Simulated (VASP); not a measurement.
# AlNi3 in VASP: further runs, part 2 of 2

VASP 6.6.1. The steps go on from the part before.

## Step 4: Single point, PBE, collinear spin, ferromagnetic start (biaxial strain in the a-b plane: +3.0 %, then relaxed in part)

File INCAR:

```
SYSTEM = AlNi3
  PREC = Accurate
  ENCUT = 520
  EDIFF = 1E-6
  ISMEAR = 0
  SIGMA = 0.1
  LREAL = .FALSE.
  LASPH = .TRUE.
  NELM = 150
  ALGO = Normal
  ISIF = 2
  LWAVE = .FALSE.
  LCHARG = .FALSE.
  ISPIN = 2
  MAGMOM = 0 0.3 0.3 0.3
  LORBIT = 11
  LMAXMIX = 4
  GGA = PE
  NBANDS = 28
```

File KPOINTS:

```
regular mesh
0
G
  14 14 14
  0 0 0
```

File POSCAR:

```
AlNi3
1.0
    3.6736792493      0.0000000000      0.0000000000
    0.0000000000      3.6736792493      0.0000000000
    0.0000000000      0.0000000000      3.4265240212
Al Ni
1 3
Direct
    0.0000000000      0.0000000000      0.0000000000
    0.0000000000      0.5000000000      0.5000000000
    0.5000000000      0.0000000000      0.5000000000
    0.5000000000      0.5000000000      0.0000000000
```

Potentials or basis: VASP PAW PBE potentials, release 64 (Al, Ni).

Launch:

```
$ cat potpaw_PBE.64/Al/POTCAR potpaw_PBE.64/Ni/POTCAR > POTCAR
$ mpirun -np 1 vasp_std > vasp.out
```

OUTCAR:

```text
SYSTEM = AlNi3
   PREC = Accurate
   ENCUT = 520
   EDIFF = 1E-6
   ISMEAR = 0
   LREAL = .FALSE.
   LASPH = .TRUE.
   NELM = 150
   ISIF = 2
   ISPIN = 2
   LORBIT = 11
   GGA = PE

 ion  position               nearest neighbor table
   1  0.000  0.000  0.000-   2 2.51   3 2.51   2 2.51   3 2.51   2 2.51   2 2.51   3 2.51   3 2.51
                             4 2.60   4 2.60   4 2.60   4 2.60
   2  0.000  0.500  0.500-   1 2.51   4 2.51   1 2.51   4 2.51   1 2.51   1 2.51   4 2.51   4 2.51
                             3 2.60   3 2.60   3 2.60   3 2.60
   3  0.500  0.000  0.500-   1 2.51   4 2.51   1 2.51   4 2.51   4 2.51   4 2.51   1 2.51   1 2.51
                             2 2.60   2 2.60   2 2.60   2 2.60
   4  0.500  0.500  0.000-   2 2.51   3 2.51   2 2.51   3 2.51   3 2.51   3 2.51   2 2.51   2 2.51
                             1 2.60   1 2.60   1 2.60   1 2.60

  LATTYP: Found a simple tetragonal cell.
 ALAT       =     3.6736792493
 C/A-ratio  =     0.9327226981

  Lattice vectors:

 A1 = (   3.6736792493,   0.0000000000,   0.0000000000)
 A2 = (   0.0000000000,   3.6736792493,   0.0000000000)
 A3 = (   0.0000000000,   0.0000000000,   3.4265240212)

Analysis of symmetry for initial positions (statically):
=====================================================================
 Subroutine PRICEL returns:
 Original cell was already a primitive cell.

 Routine SETGRP: Setting up the symmetry group for a
 simple tetragonal supercell.

 Subroutine GETGRP returns: Found 16 space group operations
 (whereof 16 operations were pure point group operations)
 out of a pool of 16 trial point group operations.

The static configuration has the point symmetry D_4h.

Analysis of symmetry for dynamics (positions and initial velocities):
=====================================================================
 Subroutine PRICEL returns:
 Original cell was already a primitive cell.

 Routine SETGRP: Setting up the symmetry group for a
 simple tetragonal supercell.

 Subroutine GETGRP returns: Found 16 space group operations
 (whereof 16 operations were pure point group operations)
 out of a pool of 16 trial point group operations.

The dynamic configuration has the point symmetry D_4h.

Analysis of structural, dynamic, and magnetic symmetry:
=====================================================================
 Subroutine PRICEL returns:
 Original cell was already a primitive cell.

 Routine SETGRP: Setting up the symmetry group for a
 simple tetragonal supercell.

 Subroutine GETGRP returns: Found 16 space group operations
 (whereof 16 operations were pure point group operations)
 out of a pool of 16 trial point group operations.

The overall configuration has the point symmetry D_4h.

 Subroutine INISYM returns: Found 16 space group operations
 (whereof 16 operations are pure point group operations),
 and found     1 'primitive' translations

----------------------------------------------------------------------------------------

                                     Primitive cell

  volume of cell :      46.2441

  direct lattice vectors                    reciprocal lattice vectors
     3.673679249  0.000000000  0.000000000     0.272206671  0.000000000  0.000000000
     0.000000000  3.673679249  0.000000000     0.000000000  0.272206671  0.000000000
     0.000000000  0.000000000  3.426524021     0.000000000  0.000000000  0.291840943

  length of vectors
     3.673679249  3.673679249  3.426524021     0.272206671  0.272206671  0.291840943

[... 82 lines left out ...]
   ENCUT  =  520.0 eV  38.22 Ry    6.18 a.u.   6.83  6.83  6.37*2*pi/ulx,y,z
   NELM   =    150;   NELMIN=  2; NELMDL= -5     # of ELM steps
   EDIFF  = 0.1E-05   stopping-criterion for ELM
   LREAL  =      F    real-space projection
   EDIFFG = 0.1E-04   stopping-criterion for IOM
   NSW    =      0    number of steps for IOM
   IBRION =     -1    ionic relax: 0-MD 1-quasi-New 2-CG
   NFREE  =      0    steps in history (QN), initial steepest desc. (CG)
   ISIF   =      2    stress and relaxation
   ISYM   =      2    0-nonsym 1-usesym 2-fastsym
   POTIM  = 0.5000    time-step for ionic-motion
   TEBEG  =    0.0;   TEEND  =   0.0 temperature during run
   PSTRESS=    0.0 pullay stress
   NELECT =      33.0000    total number of electrons
   NUPDOWN=      -1.0000    fix difference up-down
   EMIN   =  10.00;   EMAX   =-10.00  energy-range for DOS
   EFERMI =   0.00;   METHOD = LEGACY
   ISMEAR =     0;   SIGMA  =   0.10  broadening in eV -4-tet -1-fermi 0-gaus
   EFERMI_NEDOS =   21; number of points for ismear=-14 and -15
   IALGO  =     38    algorithm
   IMIX   =      4    mixing-type and parameters
     AMIX     =   0.40;   BMIX     =  1.00
     AMIX_MAG =   1.60;   BMIX_MAG =  1.00
  volume/ion in A,a.u.               =      11.56        78.02
  Fermi-wavevector in a.u.,A,eV,Ry     =   1.462943  2.764561 29.119218  2.140202
  Thomas-Fermi vector in A             =   2.579096
   LORBIT       =     11    0 simple, 1 ext, 2 COOP (PROOUT), +10 PAW based schemes
   GGA     = PE    functional components
   LHFCALC =     F    Hartree Fock is set to
   AEXX    =    0.0000 exact exchange contribution
   IVDW    =     0    specifies the selected vdW correction
   LEPSILON=     F    determine dielectric tensor
   LRPA    =     F    only Hartree local field effects (RPA)
 spin polarized calculation
 Gauss-broadening in eV      SIGMA  =   0.10
  energy-cutoff  :      520.00
  volume of cell :       46.24
 maximum number of plane-waves:      1272
 NGX is ok and might be reduce to    28
   NGX = 13   NGY = 13   NGZ = 13

 number of electron      32.9999980 magnetization       0.6591884

 Free energy of the ion-electron system (eV)
  ---------------------------------------------------
  ext. energy  EPLUGINS =         0.00000000
  ---------------------------------------------------
  free energy    TOTEN  =       -21.86204139 eV

  energy without entropy =      -21.84298058  energy(sigma->0) =      -21.85251098

 E-fermi :   9.1804     XC(G=0): -12.5534

 val. band max:        9.1783086540   @ k =   0.4286   0.4286   0.5000
 cond. band min:       9.1807225685   @ k =   0.3571   0.2857   0.2143
 fundamental gap:      0.0024139145
 Fermi energy:         9.1804015507

 spin component 1

 k-point     1 :       0.0000    0.0000    0.0000
  band No.  band energies     occupation
      1      -0.6132      1.00000
      2       5.0154      1.00000
      3       5.6200      1.00000
      4       5.7263      1.00000
      5       5.9849      1.00000
      6       6.0486      1.00000
[... 733 lines left out ...]
     27      22.3749      0.00000
     28      23.1644      0.00000

 [... further k-points ...]

 spin component 2

 k-point     1 :       0.0000    0.0000    0.0000
  band No.  band energies     occupation
      1      -0.6413      1.00000
      2       5.0892      1.00000
      3       5.7693      1.00000
      4       5.8595      1.00000
      5       6.2208      1.00000
      6       6.3315      1.00000
[... 733 lines left out ...]
     27      22.3972      0.00000
     28      23.1710      0.00000

 [... further k-points ...]
[... 5 lines left out ...]
  --------------------------------------------------------------------------------------
  -------------------------------------------------------------------------------------
  Total       -1.3552523     -1.3552523     -0.0413073      0.0000000     -0.0000000      0.0000000
  in kB      -46.9542058    -46.9542058     -1.4311363      0.0000000     -0.0000000      0.0000000
  external PRESSURE =     -31.7798493 kB  Pullay stress =       0.0000000 kB

 VOLUME and BASIS-vectors are now :
 -----------------------------------------------------------------------------
  energy-cutoff  :      520.00
  volume of cell :       46.24
      direct lattice vectors                 reciprocal lattice vectors
     3.673679249  0.000000000  0.000000000     0.272206671  0.000000000  0.000000000
     0.000000000  3.673679249  0.000000000     0.000000000  0.272206671  0.000000000
     0.000000000  0.000000000  3.426524021     0.000000000  0.000000000  0.291840943

 POSITION                                       TOTAL-FORCE (eV/Angst)
 -----------------------------------------------------------------------------------
      0.00000      0.00000      0.00000         0.000000      0.000000      0.000000
      0.00000      1.83684      1.71326         0.000000      0.000000      0.000000
      1.83684      0.00000      1.71326         0.000000      0.000000      0.000000
      1.83684      1.83684      0.00000         0.000000      0.000000      0.000000
 -----------------------------------------------------------------------------------
    total drift:                                0.000000      0.000000      0.000000

  FREE ENERGIE OF THE ION-ELECTRON SYSTEM (eV)
  ---------------------------------------------------
  free  energy   TOTEN  =       -21.8620413887 eV

  energy  without entropy=      -21.8429805772  energy(sigma->0) =      -21.85251098

 total charge

# of ion       s       p       d       tot
------------------------------------------
    1        0.405   0.383   0.000   0.789
    2        0.482   0.495   8.377   9.355
    3        0.482   0.495   8.377   9.355
    4        0.481   0.492   8.360   9.333
--------------------------------------------------
tot          1.850   1.865  25.114  28.830

 magnetization (x)

# of ion       s       p       d       tot
------------------------------------------
    1       -0.000  -0.007   0.000  -0.008
    2       -0.003  -0.009   0.234   0.222
    3       -0.003  -0.009   0.234   0.222
    4       -0.003  -0.008   0.276   0.265
--------------------------------------------------
tot         -0.009  -0.033   0.744   0.702
```

Run time: 4.9 min. Hardware: 1 thread of AMD EPYC 9R45 (Zen 5), shared host; peak memory 0.54 GiB.

What came out:

```yaml
Free_energy: -21.8620 eV
Pressure: -3.2 GPa
Net_moment: 0.66 μB per cell
Site_moments: Al -0.01; Ni +0.22, +0.27 (each value once) μB
Valence_electrons_inside_the_program's_atomic_spheres: Al 0.79; Ni 9.36, 9.33 (each value once)
```

Caveat: the cell differs from its parent crystal (biaxial strain in the a-b plane: +3.0 %, then relaxed in part); the cell stands under tension.

## Step 5: Summary

```tsv
cell	gap on the mesh (eV)	pressure (GPa)	moment (μB)
a = 3.567 Å, 4 atoms	none	0.1	0.71
a = 3.674, b = 3.529, c = 3.529 Å, 4 atoms	none	-1.4	0.70
a = 3.674, b = 3.674, c = 3.427 Å, 4 atoms	none	-3.2	0.66
```

Alike in all rows: task single point; level PBE; potentials or basis VASP PAW PBE potentials, release 64 (Al, Ni); spin collinear, ferromagnetic start; k mesh 14 × 14 × 14; cutoff (eV) 520; smearing gaussian 0.1 eV.

Caveats: the cell stands under tension (at least some runs).

Total energies depend on the potentials used, so only differences within one code and one set of settings carry meaning.
